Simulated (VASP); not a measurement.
# In2O3 in VASP: further runs, part 2 of 3

VASP 6.6.1. Earlier steps stand in the parts before.

## Step 3: Single point, PBE

INCAR reads:

```
PREC = Accurate ; ENCUT = 520
EDIFF = 1E-6 ; ISMEAR = -1
SIGMA = 0.1861 ; LREAL = Auto
LASPH = True ; NELM = 100
ALGO = Normal ; ISIF = 2
LWAVE = False ; LCHARG = False
GGA = PE ; ISYM = 0
NBANDS = 104
```

KPOINTS reads:

```
Automatic mesh
0
Gamma
  1 1 1
```

POSCAR reads:

```
In2O3
1.0
    6.5491560000      0.0602710000     -0.0265460000
    0.0602710000      6.5253210000     -0.0478520000
   -0.0265460000     -0.0478520000      6.3657510000
In O
8 12
Direct
    0.0413970230      0.7766499918      0.1485735431
    0.6141567242      0.6582137894      0.1153996207
    0.3041290245      0.9607369689      0.7640700358
    0.2758389470      0.4091351623      0.6683598458
    0.3406371050      0.1740332756      0.1570368355
    0.6973737009      0.1774861612      0.4973791074
    0.8208220471      0.7220325622      0.5598304496
    0.8144097379      0.2072480126      0.9285943721
    0.4491663178      0.3915230179      0.3741342897
    0.3241438534      0.8056702467      1.0559110238
    0.6524633930      1.0138809178      0.1441332724
    0.8187129927      0.8122081145      0.8677655375
    0.4647474794      0.4292313947      0.9063869710
    0.0685954678      0.1472393245      0.4616771268
    0.8736899128      0.5180986586      0.2149799811
    0.5450659621      0.9418503413      0.6095561613
    0.8348973935      0.3652516532      0.6928108260
    0.1825471631     -0.0174553494      0.3599335921
    0.1081088472      0.1781770833      0.9014772942
    0.1517679172      0.6759705651      0.5981385974
```

Potentials or basis: VASP PAW PBE potentials, release 64 (In_d, O).

The run is started by

```sh
$ cat potpaw_PBE.64/In_d/POTCAR potpaw_PBE.64/O/POTCAR > POTCAR
$ mpirun -np 1 vasp_gam > vasp.out
```

OUTCAR:

```text
PREC = Accurate
   ENCUT = 520
   EDIFF = 1E-6
   ISMEAR = -1
   LREAL = Auto
   LASPH = True
   NELM = 100
   ISIF = 2
   GGA = PE
   ISYM = 0

 ion  position               nearest neighbor table
   1  0.041  0.777  0.149-  10 1.96  15 2.08  18 2.11  12 2.31   2 2.92  11 2.96   7 3.03   3 3.26
                             5 3.28   8 3.46   2 3.82   7 4.02
   2  0.614  0.658  0.115-  15 2.02  10 2.15  13 2.22  12 2.33  11 2.34   9 2.66   1 2.92   7 3.15
                             8 3.40   3 3.60   5 3.67   5 3.79   1 3.82   7 3.83   4 3.94   6 4.02
   3  0.304  0.961  0.764-  16 1.87  19 2.08  10 2.13  20 2.36  18 2.69  14 2.74   5 2.86   4 3.00
                             1 3.26   6 3.43   2 3.60   4 3.65   8 3.71   7 3.77   8 3.87   7 3.92
   4  0.276  0.409  0.668-  13 1.95  20 1.96   9 2.20  19 2.42  14 2.55  17 2.91   3 3.00   6 3.31
                             5 3.51   5 3.60   7 3.65   3 3.65   8 3.73   2 3.94
   5  0.341  0.174  0.157-   9 2.10  18 2.10  19 2.22  11 2.28  13 2.48  10 2.48  14 2.65   3 2.86
                             6 3.17   1 3.28   8 3.45   4 3.51   4 3.60   2 3.67   8 3.73   2 3.79
   6  0.697  0.177  0.497-  17 1.96  16 1.99   9 2.27  14 2.45  11 2.49   8 2.85   7 3.10   5 3.17
                             4 3.31   3 3.43   7 3.67   8 3.72   2 4.02
[... 185 lines left out ...]
      3     -12.7725      2.00000
      4     -12.6833      2.00000
      5     -12.5763      2.00000
      6     -11.9274      2.00000
[... 92 lines left out ...]
     99      11.2884      0.00000
    100      11.5513      0.00000
 [bands above 100 left out]

------------------------ aborting loop because EDIFF is reached ----------------------------------------

  FORCE on cell =-STRESS in cart. coord.  units (eV):
  Direction    XX          YY          ZZ          XY          YZ          ZX
  --------------------------------------------------------------------------------------
  -------------------------------------------------------------------------------------
  Total       27.2278580     12.6822843     30.9589590     -3.8788966     -0.4642638     -6.3236374
  in kB      160.3818260     74.7031923    182.3593461    -22.8480891     -2.7346798    -37.2484868
  external PRESSURE =     139.1481215 kB  Pullay stress =       0.0000000 kB

 VOLUME and BASIS-vectors are now :
 -----------------------------------------------------------------------------
  energy-cutoff  :      520.00
  volume of cell :      272.00
      direct lattice vectors                 reciprocal lattice vectors
     6.549156000  0.060271000 -0.026546000     0.152706907 -0.001405882  0.000626239
     0.060271000  6.525321000 -0.047852000    -0.001405882  0.153270557  0.001146288
    -0.026546000 -0.047852000  6.365751000     0.000626239  0.001146288  0.157101884

 POSITION                                       TOTAL-FORCE (eV/Angst)
 -----------------------------------------------------------------------------------
      0.31398      5.06328      0.90752        -1.256120     -1.037925     -0.968592
      4.05882      4.32655      0.68681        -2.624758      0.349434     -1.711826
      2.02941      6.25088      4.80983        -3.663284     -2.828613     -0.485233
      1.81343      2.65438      4.22771        -1.776732     -0.278276     -1.731148
      2.23721      1.14864      0.98229         1.098220      1.235980     -0.164510
      4.56470      1.17639      3.13919         0.264541      0.808888     -4.416454
[... 12 lines left out ...]
      0.69483      1.12604      5.72718         3.776378     -0.182204      0.961848
      1.01882      4.39145      3.77123        -0.768858      1.903922     -0.047774
 -----------------------------------------------------------------------------------
    total drift:                                0.037363      0.011584     -0.009511

  FREE ENERGIE OF THE ION-ELECTRON SYSTEM (eV)
  ---------------------------------------------------
  free  energy   TOTEN  =       -98.5003970566 eV

  energy  without entropy=      -98.4851737587  energy(sigma->0) =      -98.49278541
```

OSZICAR:

```text
N       E                     dE             d eps       ncg     rms          rms(c)
DAV:   1     0.362371255909E+04    0.36237E+04   -0.82387E+04   224   0.275E+03
DAV:   2     0.889928355071E+03   -0.27338E+04   -0.26192E+04   208   0.861E+02
DAV:   3     0.855411280409E+01   -0.88137E+03   -0.82950E+03   232   0.356E+02
DAV:   4    -0.116475098821E+03   -0.12503E+03   -0.12246E+03   272   0.146E+02
DAV:   5    -0.120268197986E+03   -0.37931E+01   -0.37632E+01   280   0.286E+01    0.350E+01
DAV:   6    -0.984696459661E+02    0.21799E+02   -0.85272E+01   320   0.681E+01    0.271E+01
DAV:   7    -0.987699017334E+02   -0.30026E+00   -0.11357E+01   256   0.144E+01    0.700E+00
DAV:   8    -0.985764546145E+02    0.19345E+00   -0.10810E+00   312   0.519E+00    0.461E+00
DAV:   9    -0.985075893933E+02    0.68865E-01   -0.16849E-01   304   0.347E+00    0.204E+00
DAV:  10    -0.984992089902E+02    0.83804E-02   -0.71466E-02   240   0.154E+00    0.615E-01
DAV:  11    -0.984997545297E+02   -0.54554E-03   -0.25360E-02   320   0.965E-01    0.478E-01
DAV:  12    -0.985000857029E+02   -0.33117E-03   -0.32449E-03   264   0.343E-01    0.331E-01
DAV:  13    -0.985003862836E+02   -0.30058E-03   -0.72492E-04   312   0.234E-01    0.861E-02
DAV:  14    -0.985004134657E+02   -0.27182E-04   -0.23386E-04   288   0.903E-02    0.613E-02
DAV:  15    -0.985003953819E+02    0.18084E-04   -0.92062E-05   288   0.866E-02    0.287E-02
DAV:  16    -0.985003973788E+02   -0.19969E-05   -0.29240E-05   272   0.281E-02    0.149E-02
DAV:  17    -0.985003970566E+02    0.32219E-06   -0.19335E-06   136   0.143E-02
   1 F= -.98500397E+02 E0= -.98492785E+02  d E =-.152233E-01
```

Run time: 25 s. Hardware: 1 thread of Intel Xeon 6975P-C (Granite Rapids), shared host; peak memory 0.31 GiB.

Results:

```yaml
Free_energy: -98.5004 eV
Pressure: 13.9 GPa
Largest_force: 7.176 eV/Å
```

Forces in eV/Å, atoms in the order of the input:
```
In  -1.256 -1.038 -0.969
In  -2.625  0.349 -1.712
In  -3.663 -2.829 -0.485
In  -1.777 -0.278 -1.731
In   1.098  1.236 -0.165
In   0.265  0.809 -4.416
In   0.761 -1.954  1.174
In  -3.355 -2.534  5.816
O    0.621 -0.489  0.487
O    1.501 -0.019 -0.855
O    0.300  2.063  1.718
O    1.054 -0.132  1.501
O    1.818 -1.084  2.280
O   -1.279  0.810  1.459
O    0.552 -0.566  0.873
O    2.450 -0.875 -1.878
O    0.356  4.420 -3.761
O    0.170  0.386 -0.250
O    3.776 -0.182  0.962
O   -0.769  1.904 -0.048
```

Stress tensor (GPa, compression positive):
```
16.04 -2.28 -3.72
-2.28  7.47 -0.27
-3.72 -0.27 18.24
```

Caveat: the k points lie up to 0.99 Å⁻¹ apart; the atoms stand as in a frame of molecular dynamics; spin-orbit coupling is left out, which moves the levels of the heavy elements.

## Step 4: Single point, PBE

INCAR reads:

```
  PREC = Accurate
  ENCUT = 520
  EDIFF = 1E-6
  ISMEAR = -1
  SIGMA = 0.1861
  LREAL = Auto
  LASPH = T
  NELM = 60
  ALGO = Normal
  ISIF = 2
  LWAVE = F
  LCHARG = F
  GGA = PE
  ISYM = 0
  NBANDS = 104
```

KPOINTS reads:

```
regular mesh
0
Gamma
  1 1 1
```

POSCAR reads:

```
In2O3
1.0
    6.5491560000      0.0602710000     -0.0265460000
    0.0602710000      6.5253210000     -0.0478520000
   -0.0265460000     -0.0478520000      6.3657510000
In O
8 12
Direct
    0.0541101310      0.8086182117      0.1967873714
    0.6101323266      0.6825470735      0.0981158099
    0.3260874046      0.8926497292      0.7272347585
    0.2175446609      0.3838913483      0.6723211306
    0.3530042132      0.2411080288      0.1579704188
    0.7453272026      0.2044205521      0.4881998036
    0.8358464505      0.7000203680      0.6214768304
    0.8409460957      0.1791703960      0.9812758018
    0.4453314385      0.3751448478      0.4360136298
    0.3148935689      0.6275388891      1.0019777958
    0.6463312648      0.9950445117      0.1905224348
    0.8591325854      0.7813987444      0.9363749896
    0.4996564990      0.3045511044      0.8842371090
    0.1299992547      0.0564851364      0.5486255882
    0.8544949099      0.5089099052      0.2051900520
    0.5925580000      0.9617479094      0.6354361969
    0.8903884228      0.3778679918      0.7030122589
    0.2285397968      0.0423007179      0.3405518047
    0.1531942124      0.1118942260      0.9121439177
    0.1472281318      0.6811824161      0.5451498588
```

The run is started by

```sh
$ cat potpaw_PBE.64/In_d/POTCAR potpaw_PBE.64/O/POTCAR > POTCAR
$ mpirun -np 1 vasp_gam > vasp.out
```

It took 25 s on 1 thread of Intel Xeon 6975P-C (Granite Rapids), shared host; peak memory 0.32 GiB.

The run converged. Its results:

```yaml
Free_energy: -100.2370 eV
Pressure: 9.1 GPa
Largest_force: 3.911 eV/Å
```

Forces on the atoms (eV/Å):
```
In   1.461 -2.879 -0.595
In  -1.424 -0.910  0.478
In  -0.937 -2.465  2.243
In   1.987 -0.133  0.712
In   1.786  2.175 -2.109
In  -2.452 -0.285 -1.854
In  -0.936  0.420 -0.193
In  -2.142  0.771 -0.153
O    0.927  0.617  0.042
O   -1.173  1.565  0.196
O    0.455  1.975  0.865
O    0.847  1.432 -1.557
O    1.710 -0.279 -0.069
O   -1.759  3.231 -1.329
O    0.620 -1.623  1.892
O    3.671 -1.014 -0.706
O    0.349  0.560  0.592
O   -2.169 -2.293  0.719
O   -0.600 -0.385  1.324
O   -0.221 -0.481 -0.497
```

Stress tensor (GPa, compression positive):
```
 8.33  0.81 -2.03
 0.81  6.84 -2.04
-2.03 -2.04 12.13
```

Levels at points of the mesh, in eV from the Fermi level:
```csv
k point,band 85,band 86,band 87,band 88,band 89,band 90,band 91,band 92
"(0.00, 0.00, 0.00)",-1.96,-1.86,-1.64,-1.26,1.26,1.61,1.77,2.16
```

Caveat: the k points lie up to 0.99 Å⁻¹ apart; the atoms stand as in a frame of molecular dynamics; spin-orbit coupling is left out, which moves the levels of the heavy elements.

[end of part 2 of 3]
